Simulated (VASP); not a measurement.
Input of a VASP 6.6.1 run:

Contents of INCAR:

```
PREC = Accurate ; ENCUT = 520
EDIFF = 1E-6 ; ISMEAR = -1
SIGMA = 0.1 ; LREAL = False
LASPH = True ; NELM = 80
ALGO = Normal ; ISIF = 2
LWAVE = False ; LCHARG = False
GGA = PS ; NBANDS = 19
ISYM = 0
```

File KPOINTS:

```
Automatic mesh
0
Gamma
  12 12 8
```

File POSCAR:

```
Hg
1.0
   -2.9611225773      2.8292385737      1.5125156434
    2.8292385737     -2.9611225773      1.5125156434
    2.9047256644      2.9047256644     -1.7540614375
Hg
2
Direct
    0.9955002506      0.0044997494      1.0000000000
    0.7544997494      0.2455002506      0.5000000000
```

Potentials or basis: VASP PAW PBE potentials, release 64 (Hg).

The run is started by

```console
$ cat potpaw_PBE.64/Hg/POTCAR > POTCAR
$ mpirun -np 1 vasp_std > vasp.out
```

(1) Estimate the band gap on the k mesh.

(2) What does it give for the pressure?

## Answers

(1) zero (bands 12 and 13 overlap by 4.35 eV).

(2) 0.4 GPa.

Caveat: the PAW data sets were made with another functional, which shifts forces and pressure a little; spin-orbit coupling is left out, which moves the levels of the heavy elements.
